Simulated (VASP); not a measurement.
Input of a VASP 6.6.1 run:

File INCAR:

```
  PREC = Accurate
  ENCUT = 600
  EDIFF = 1E-7
  ISMEAR = 0
  SIGMA = 0.1
  LREAL = F
  LASPH = T
  NELM = 80
  ALGO = Normal
  ISIF = 3
  LWAVE = F
  LCHARG = F
  GGA = PE
  IBRION = 2
  NSW = 90
  EDIFFG = -0.04
```

The input KPOINTS:

```
regular mesh
0
Gamma
  6 6 6
```

The input POSCAR:

```
Cd2SO
1.0
   -2.2667149800      2.2667149800      3.8551951300
    2.2667149800     -2.2667149800      3.8551951300
    2.2667149800      2.2667149800     -3.8551951300
Cd S O
2 1 1
Direct
    0.7349694500      0.7349694500      0.0000000000
    0.2650305500      0.2650305500      0.0000000000
    0.5000000000      0.5000000000      0.0000000000
    0.0000000000      0.0000000000      0.0000000000
```

Potentials or basis: VASP PAW PBE potentials, release 64 (Cd, S, O).

The run is started by

```bash
$ cat potpaw_PBE.64/Cd/POTCAR potpaw_PBE.64/S/POTCAR potpaw_PBE.64/O/POTCAR > POTCAR
$ mpirun -np 1 vasp_std > vasp.out
```

Problem. What does it give for the relaxed volume?

Solution. 32.46 Å³/atom.

Problem. Estimate the band gap on the k mesh.

Solution. Zero (bands 18 and 19 overlap by 0.39 eV).

Problem. What does it give for the relaxed cell?

Solution. a = 5.772 Å, b = 5.772 Å, c = 5.772 Å, α = 122.75°, β = 122.75°, γ = 85.30°.

Final structure:
```xyz
4
Lattice="-2.7652 2.7652 4.2451 2.7652 -2.7652 4.2451 2.7652 2.7652 -4.2451" Properties=species:S:1:pos:R:3 pbc="T T T"
Cd    0.0000    0.0000    6.5460
Cd    2.7652    2.7652   -2.3009
S     0.0000    0.0000    4.2451
O     0.0000    0.0000    0.0000
```

Caveat: the volume moved by over 15 % at a fixed basis, so the end points are rough; semilocal functionals underestimate gaps, so a narrow gap can read as zero.
